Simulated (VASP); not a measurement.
# CuF (P6_3/mmc) in VASP: single point with HSE06

Aim: the single point of CuF with HSE06.

All numbers are computed with VASP 6.6.1; they aren't measurements. Logs are shortened: lines on timing, memory, paths and dates and some standing lists are left out, and cuts for length are marked.

## 1. The cell of the first run

Symmetry: P6_3/mmc, No. 194, hexagonal system. The conventional cell has a = 2.763 Å, b = 2.763 Å, c = 6.402 Å, α = 90.00°, β = 90.00°, γ = 120.00°. Cu (site symmetry -3m) has 6 F at 2.26 Å and 6 Cu at 2.76 Å within 3.0 Å. Within 3.0 Å of F (site symmetry -6m2) lie 6 Cu at 2.26 Å and 6 F at 2.76 Å.

## 2. Single point, HSE06

Contents of POSCAR:

```
CuF
1.0
    2.7625361970      0.0000000000      0.0000000000
   -1.3812680985      2.3924265254      0.0000000000
    0.0000000000      0.0000000000      6.4019833364
Cu F
2 2
Direct
    0.0000000000      0.0000000000      0.0000000000
    0.0000000000      0.0000000000      0.5000000000
    0.3333333333      0.6666666667      0.2500000000
    0.6666666667      0.3333333333      0.7500000000
```

Contents of INCAR.step1:

```
PREC = Accurate ; ENCUT = 520
EDIFF = 1E-5 ; ISMEAR = -1
SIGMA = 0.02 ; LREAL = False
LASPH = True ; NELM = 60
ALGO = Normal ; ISIF = 2
LWAVE = True ; NBANDS = 26
GGA = PE ; ISYM = 0
KPAR = 2
```

Contents of INCAR.step2:

```
PREC = Accurate ; ENCUT = 520
EDIFF = 1E-6 ; ISMEAR = -1
SIGMA = 0.02 ; LREAL = False
LASPH = True ; NELM = 60
ALGO = Normal ; ISIF = 2
LWAVE = False ; LCHARG = True
GGA = PE ; LHFCALC = True
HFSCREEN = 0.2079 ; PRECFOCK = Normal
LVHAR = True ; NBANDS = 26
ISTART = 1 ; ISYM = 0
KPAR = 2
```

Contents of KPOINTS:

```
regular mesh
0
Gamma
  6 6 2
```

Potentials or basis: VASP PAW PBE potentials, release 64 (Cu, F).

The run is started by

```bash
cat potpaw_PBE.64/Cu/POTCAR potpaw_PBE.64/F/POTCAR > POTCAR
cp INCAR.step1 INCAR
mpirun -np 2 vasp_std > vasp.out
cp INCAR.step2 INCAR
mpirun -np 2 vasp_std > vasp.out
```

OUTCAR:

```text
PREC = Accurate
   ENCUT = 520
   EDIFF = 1E-6
   ISMEAR = -1
   LREAL = False
   LASPH = True
   NELM = 60
   ISIF = 2
   GGA = PE
   LHFCALC = True
   HFSCREEN = 0.2079
   PRECFOCK = Normal
   ISTART = 1
   ISYM = 0

 ion  position               nearest neighbor table
   1  0.000  0.000  0.000-   3 2.26   4 2.26   3 2.26   4 2.26   4 2.26   3 2.26
   2  0.000  0.000  0.500-   3 2.26   4 2.26   3 2.26   4 2.26   4 2.26   3 2.26
   3  0.333  0.667  0.250-   1 2.26   2 2.26   1 2.26   2 2.26   1 2.26   2 2.26
   4  0.667  0.333  0.750-   1 2.26   2 2.26   1 2.26   2 2.26   1 2.26   2 2.26

IMPORTANT INFORMATION: All symmetrisations will be switched off!
NOSYMM: (Re-)initialisation of all symmetry stuff for point group C_1.

----------------------------------------------------------------------------------------

                                     Primitive cell

  volume of cell :      42.3118

  direct lattice vectors                    reciprocal lattice vectors
     2.762536197  0.000000000  0.000000000     0.361986207  0.208992834  0.000000000
    -1.381268099  2.392426525  0.000000000     0.000000000  0.417985668  0.000000000
     0.000000000  0.000000000  6.401983336     0.000000000  0.000000000  0.156201594

  length of vectors
     2.762536197  2.762536197  6.401983336     0.417985668  0.417985668  0.156201594

  position of ions in fractional coordinates (direct lattice)
     0.000000000  0.000000000  0.000000000
     0.000000000  0.000000000  0.500000000
     0.333333333  0.666666667  0.250000000
     0.666666667  0.333333333  0.750000000

  ion indices of the primitive-cell ions
   primitive index   ion index
                 1           1
                 2           2
                 3           3
                 4           4

----------------------------------------------------------------------------------------

 KPOINTS: regular mesh

Automatic generation of k-mesh.
 Grid dimensions read from file:
 generate k-points for:    6    6    2

 Generating k-lattice:

  Cartesian coordinates                     Fractional coordinates (reciprocal lattice)
     0.060331035  0.034832139  0.000000000     0.166666667 -0.000000000  0.000000000
     0.000000000  0.069664278  0.000000000     0.000000000  0.166666667  0.000000000
     0.000000000  0.000000000  0.078100797     0.000000000  0.000000000  0.500000000

  Length of vectors
     0.069664278  0.069664278  0.078100797

  Shift w.r.t. Gamma in fractional coordinates (k-lattice)
     0.000000000  0.000000000  0.000000000

 Subroutine IBZKPT returns following result:
 ===========================================

 Found     40 irreducible k-points:

 Following reciprocal coordinates:
            Coordinates               Weight
  0.000000  0.000000  0.000000      1.000000
  0.166667  0.000000  0.000000      2.000000
  0.000000  0.166667  0.000000      2.000000
 -0.166667  0.166667  0.000000      2.000000
  0.333333  0.000000  0.000000      2.000000
  0.000000  0.333333  0.000000      2.000000
[... 16 lines left out ...]
  0.000000  0.166667  0.500000      2.000000
 -0.166667  0.166667  0.500000      2.000000
 [... further k-points ...]
   k-points           NKPTS =     40   k-points in BZ     NKDIM =     72   number of bands    NBANDS=     26
   number of dos      NEDOS =    301   number of ions     NIONS =      4
   total plane-waves  NPLWV =  27648
   dimension x,y,z NGX =    24 NGY =   24 NGZ =   48
   dimension x,y,z NGXF=    48 NGYF=   48 NGZF=   96
   ions per type =               2   2
   NGX,Y,Z   is equivalent  to a cutoff of  14.44, 14.44, 12.46 a.u.
   NGXF,Y,Z  is equivalent  to a cutoff of  28.89, 28.89, 24.93 a.u.
 SYSTEM =  unknown system
   PREC   = accura    normal or accurate (medium, high low for compatibility)
   ISTART =      1    job   : 0-new  1-cont  2-samecut
   ICHARG =      0    charge: 1-file 2-atom 10-const
   ISPIN  =      1    spin polarized calculation?
   LNONCOLLINEAR =      F non collinear calculations
   LSORBIT =      F    spin-orbit coupling
   LASPH  =      T    aspherical Exc in radial PAW
   ENCUT  =  520.0 eV  38.22 Ry    6.18 a.u.   5.14  5.14 11.90*2*pi/ulx,y,z
   NELM   =     60;   NELMIN=  2; NELMDL=  0     # of ELM steps
   EDIFF  = 0.1E-05   stopping-criterion for ELM
   LREAL  =      F    real-space projection
   EDIFFG = 0.1E-04   stopping-criterion for IOM
   NSW    =      0    number of steps for IOM
   IBRION =     -1    ionic relax: 0-MD 1-quasi-New 2-CG
   NFREE  =      0    steps in history (QN), initial steepest desc. (CG)
   ISIF   =      2    stress and relaxation
   ISYM   =      0    0-nonsym 1-usesym 2-fastsym
   POTIM  = 0.5000    time-step for ionic-motion
   TEBEG  =    0.0;   TEEND  =   0.0 temperature during run
   PSTRESS=    0.0 pullay stress
   NELECT =      36.0000    total number of electrons
   NUPDOWN=      -1.0000    fix difference up-down
   EMIN   =  10.00;   EMAX   =-10.00  energy-range for DOS
   EFERMI =   0.00;   METHOD = LEGACY
   ISMEAR =    -1;   SIGMA  =   0.02  broadening in eV -4-tet -1-fermi 0-gaus
   EFERMI_NEDOS =   21; number of points for ismear=-14 and -15
   IALGO  =     38    algorithm
   IMIX   =      1    mixing-type and parameters
     AMIX     =   0.40;   BMIX     =  1.00
     AMIX_MAG =   1.60;   BMIX_MAG =  1.00
  volume/ion in A,a.u.               =      10.58        71.38
  Fermi-wavevector in a.u.,A,eV,Ry     =   1.551274  2.931484 32.741770  2.406452
  Thomas-Fermi vector in A             =   2.655817
   LORBIT       =      0    0 simple, 1 ext, 2 COOP (PROOUT), +10 PAW based schemes
   GGA     = PE    functional components
   LHFCALC =     T    Hartree Fock is set to
   PRECFOCK=normal    Normal, Fast or Accurate (Low or Medium for compatibility)
   ENCUT4O =  -1.0   cutoff for four orbital integrals eV
   NKREDX  =     1    reduce k-point grid by
   NKREDY  =     1    reduce k-point grid by
   NKREDZ  =     1    reduce k-point grid by
   AEXX    =    0.2500 exact exchange contribution
   HFSCREEN=    0.2079 screening length (either q_TF or 0.3 A-1)
   HFSCREENC=   0.2079 screening length for correlation (either q_TF or 0.3 A-1)
   ENCUTFOCK=  -1.0 apply spherical cutoff to Coloumb kernel
   IVDW    =     0    specifies the selected vdW correction
   LEPSILON=     F    determine dielectric tensor
   LRPA    =     F    only Hartree local field effects (RPA)
 non-spin polarized calculation
  energy-cutoff  :      520.00
  volume of cell :       42.31
 maximum number of plane-waves:      1148
 NGX is ok and might be reduce to    24
  NGX = 16; NGY = 16; NGZ = 40

 number of electron      35.9999993 magnetization

 Free energy of the ion-electron system (eV)
  ---------------------------------------------------
  ext. energy  EPLUGINS =         0.00000000
  ---------------------------------------------------
  free energy    TOTEN  =       -17.72373585 eV

  energy without entropy =      -17.72373585  energy(sigma->0) =      -17.72373585

 E-fermi :   3.7982     XC(G=0):  -9.4327

 val. band max:        3.3817255194   @ k =   0.5000   0.0000   0.0000
 cond. band min:       4.1968984167   @ k =   0.0000   0.0000   0.0000
 fundamental gap:      0.8151728973
 Fermi energy:         3.7981864268

 k-point     1 :       0.0000    0.0000    0.0000
  band No.  band energies     occupation
      1     -22.6748      2.00000
      2     -22.5019      2.00000
      3      -5.0399      2.00000
      4      -2.5989      2.00000
      5      -1.3367      2.00000
      6      -1.3367      2.00000
[... 18 lines left out ...]
     25      24.9229      0.00000
     26      26.6327      0.00000

 k-point     2 :       0.1667    0.0000    0.0000
  band No.  band energies     occupation
      1     -22.5211      2.00000
      2     -22.3819      2.00000
      3      -4.5934      2.00000
      4      -2.7053      2.00000
      5      -1.9869      2.00000
      6      -1.9484      2.00000
[... 18 lines left out ...]
     25      22.9328      0.00000
     26      23.4285      0.00000

 k-point     3 :       0.0000    0.1667    0.0000
  band No.  band energies     occupation
      1     -22.5211      2.00000
      2     -22.3819      2.00000
      3      -4.5934      2.00000
      4      -2.7053      2.00000
      5      -1.9869      2.00000
      6      -1.9484      2.00000
[... 18 lines left out ...]
     25      22.9328      0.00000
     26      23.4285      0.00000

 k-point     4 :      -0.1667    0.1667    0.0000
  band No.  band energies     occupation
      1     -22.5211      2.00000
      2     -22.3819      2.00000
      3      -4.5934      2.00000
      4      -2.7053      2.00000
      5      -1.9869      2.00000
      6      -1.9484      2.00000
[... 18 lines left out ...]
     25      22.9328      0.00000
     26      23.4284      0.00000

 k-point     5 :       0.3333    0.0000    0.0000
  band No.  band energies     occupation
      1     -22.1973      2.00000
      2     -22.1333      2.00000
      3      -3.6387      2.00000
      4      -3.6155      2.00000
      5      -3.1394      2.00000
      6      -2.8693      2.00000
[... 18 lines left out ...]
     25      20.6567      0.00000
     26      21.7859      0.00000

 k-point     6 :       0.0000    0.3333    0.0000
  band No.  band energies     occupation
      1     -22.1973      2.00000
      2     -22.1333      2.00000
      3      -3.6387      2.00000
      4      -3.6155      2.00000
      5      -3.1394      2.00000
      6      -2.8693      2.00000
[... 427 lines left out ...]
 k-point    21 :       0.0000    0.0000    0.5000
  band No.  band energies     occupation
      1     -22.5896      2.00000
      2     -22.5896      2.00000
      3      -4.0782      2.00000
      4      -4.0782      2.00000
      5      -1.0987      2.00000
      6      -1.0987      2.00000
[... 18 lines left out ...]
     25      25.7868      0.00000
     26      25.7869      0.00000

 k-point    22 :       0.1667    0.0000    0.5000
  band No.  band energies     occupation
      1     -22.4524      2.00000
      2     -22.4524      2.00000
      3      -3.8486      2.00000
      4      -3.8486      2.00000
      5      -1.8516      2.00000
      6      -1.8516      2.00000
[... 18 lines left out ...]
     25      24.4348      0.00000
     26      24.4348      0.00000

 k-point    23 :       0.0000    0.1667    0.5000
  band No.  band energies     occupation
      1     -22.4524      2.00000
      2     -22.4524      2.00000
      3      -3.8486      2.00000
      4      -3.8486      2.00000
      5      -1.8516      2.00000
      6      -1.8516      2.00000
[... 18 lines left out ...]
     25      24.4348      0.00000
     26      24.4348      0.00000

 k-point    24 :      -0.1667    0.1667    0.5000
  band No.  band energies     occupation
      1     -22.4524      2.00000
      2     -22.4524      2.00000
      3      -3.8486      2.00000
      4      -3.8486      2.00000
      5      -1.8516      2.00000
      6      -1.8516      2.00000
[... 18 lines left out ...]
     25      24.4348      0.00000
     26      24.4348      0.00000

 [... further k-points ...]

------------------------ aborting loop because EDIFF is reached ----------------------------------------

  FORCE on cell =-STRESS in cart. coord.  units (eV):
  Direction    XX          YY          ZZ          XY          YZ          ZX
  --------------------------------------------------------------------------------------
  -------------------------------------------------------------------------------------
  Total        1.3077891      1.3077915     -0.0380704      0.0000014     -0.0000013     -0.0000017
  in kB       49.5207448     49.5208342     -1.4415738      0.0000535     -0.0000494     -0.0000641
  external PRESSURE =      32.5333351 kB  Pullay stress =       0.0000000 kB

 VOLUME and BASIS-vectors are now :
 -----------------------------------------------------------------------------
  energy-cutoff  :      520.00
  volume of cell :       42.31
      direct lattice vectors                 reciprocal lattice vectors
     2.762536197  0.000000000  0.000000000     0.361986207  0.208992834  0.000000000
    -1.381268099  2.392426525  0.000000000     0.000000000  0.417985668  0.000000000
     0.000000000  0.000000000  6.401983336     0.000000000  0.000000000  0.156201594

 POSITION                                       TOTAL-FORCE (eV/Angst)
 -----------------------------------------------------------------------------------
      0.00000      0.00000      0.00000         0.000000      0.000000     -0.000001
      0.00000      0.00000      3.20099         0.000000      0.000004      0.000003
     -0.00000      1.59495      1.60050         0.000001     -0.000004      0.000008
      1.38127      0.79748      4.80149        -0.000001     -0.000001     -0.000010
 -----------------------------------------------------------------------------------
    total drift:                               -0.000000      0.000005      0.000004

  FREE ENERGIE OF THE ION-ELECTRON SYSTEM (eV)
  ---------------------------------------------------
  free  energy   TOTEN  =       -17.7237358455 eV

  energy  without entropy=      -17.7237358454  energy(sigma->0) =      -17.72373585
```

Wall time 64 min (2 MPI ranks of AMD EPYC 7R13 (Zen 3), shared host); peak memory 0.29 GiB.

Results:

| Quantity | Value |
| --- | --- |
| Free energy | -17.7237 eV |
| Pressure | 3.3 GPa |
| Band gap on the k mesh | 0.82 eV (least direct gap 1.35 eV) |

Levels at points of the mesh, in eV from the valence-band top:
```csv
k point,band 14,band 15,band 16,band 17,band 18,band 19,band 20,band 21,band 22,band 23
"(0.00, 0.00, 0.00)",-1.32,-0.89,-0.89,-0.54,-0.54,0.82,5.55,7.52,15.42,16.49
"(0.50, 0.00, 0.00)",-0.51,-0.47,-0.29,-0.28,0.00,5.80,7.57,8.41,8.87,13.56
"(0.00, 0.50, 0.00)",-0.51,-0.47,-0.29,-0.28,0.00,5.80,7.57,8.41,8.87,13.56
"(0.50, 0.50, 0.00)",-0.51,-0.47,-0.29,-0.28,0.00,5.80,7.57,8.41,8.87,13.56
"(0.00, 0.00, 0.50)",-1.37,-0.75,-0.75,-0.75,-0.75,2.57,2.57,10.99,10.99,21.62
"(0.50, 0.00, 0.50)",-0.69,-0.46,-0.46,-0.42,-0.42,6.29,6.29,9.20,9.20,14.36
"(0.00, 0.50, 0.50)",-0.69,-0.46,-0.46,-0.42,-0.42,6.29,6.29,9.20,9.20,14.36
"(0.50, 0.50, 0.50)",-0.69,-0.46,-0.46,-0.42,-0.42,6.29,6.29,9.20,9.20,14.36
```

Caveat: the k points lie up to 0.49 Å⁻¹ apart; the PAW data sets were made with another functional, which shifts forces and pressure a little. A k mesh can miss the band edges.
